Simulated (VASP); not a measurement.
A run of VASP 6.6.1 is set up as follows.

Contents of INCAR:

```
SYSTEM = C8N
ALGO = Normal
DIPOL = 0.5 0.5 0.311
EDIFF = 1E-6
ENCUT = 520
GGA = PE
IDIPOL = 3
ISIF = 2
ISMEAR = 0
IVDW = 12
LASPH = .True.
LCHARG = .False.
LDIPOL = .True.
LREAL = Auto
LWAVE = .False.
NBANDS = 52
NELM = 80
PREC = Accurate
SIGMA = 0.05
```

File KPOINTS:

```
k-points
0
Gamma
  6 6 1
  0 0 0
```

POSCAR

```
C8N
1.0
    4.9298867130      0.0000000000      0.0000000000
   -0.0081547558      4.4132984516      0.0000000000
    0.0000000000      0.0000000000     23.6150337471
C N
16 2
Direct
    0.3745684085      0.7405378974      0.1693836241
    0.8745684085      0.7405378974      0.1693836241
    0.1243974091      0.6365956441      0.1924179608
    0.6243974091      0.6365956441      0.1924179608
    0.1240513173      0.4291046681      0.2385492690
    0.6240513173      0.4291046681      0.2385492690
    0.3738803179      0.3251624149      0.2615836057
    0.8738803179      0.3251624149      0.2615836057
    0.3735338584      0.1126520408      0.3077166148
    0.8735338584      0.1126520408      0.3077166148
    0.1233638388      0.0072945126      0.3296949545
    0.6233638388      0.0072945126      0.3296949545
    0.1229920122      0.7810454900      0.3756054437
    0.6229920122      0.7810454900      0.3756054437
    0.3728273188      0.6826774530      0.3944535437
    0.8728273188      0.6826774530      0.3944535437
    0.4978273188      1.4326774530      0.5087874900
    0.4978273188      1.4326774530      0.5553679867
```

Potentials or basis: VASP PAW PBE potentials, release 64 (C, N).

Run with:

```sh
$ cat potpaw_PBE.64/C/POTCAR potpaw_PBE.64/N/POTCAR > POTCAR
$ mpirun -np 1 vasp_std > vasp.out
```

Task: Predict the band gap on the k mesh.

Result: Zero (bands 37 and 38 overlap by 0.06 eV).

Task: Estimate the largest force.

Result: 2.982 eV/Å.

Forces in eV/Å, atoms in the order of the input:
```
C   -0.023 -1.167  1.519
C    0.025 -1.160  1.517
C   -0.003  1.840 -2.277
C    0.003  1.876 -2.319
C    0.003 -0.836  0.985
C    0.002 -0.840  0.983
C    0.003  0.160 -0.206
C    0.001  0.154 -0.206
C   -0.046 -0.019 -0.004
C    0.034 -0.036  0.008
C    0.035  0.053 -0.069
C   -0.037  0.007 -0.022
C   -0.019  0.095 -0.083
C    0.002 -0.186  0.224
C   -0.176  0.161 -0.183
C    0.132 -0.075  0.173
N    0.096 -0.055 -2.212
N   -0.034  0.027  2.172
```

Caveat: the standard files for N, O and F lose accuracy on very short bonds.
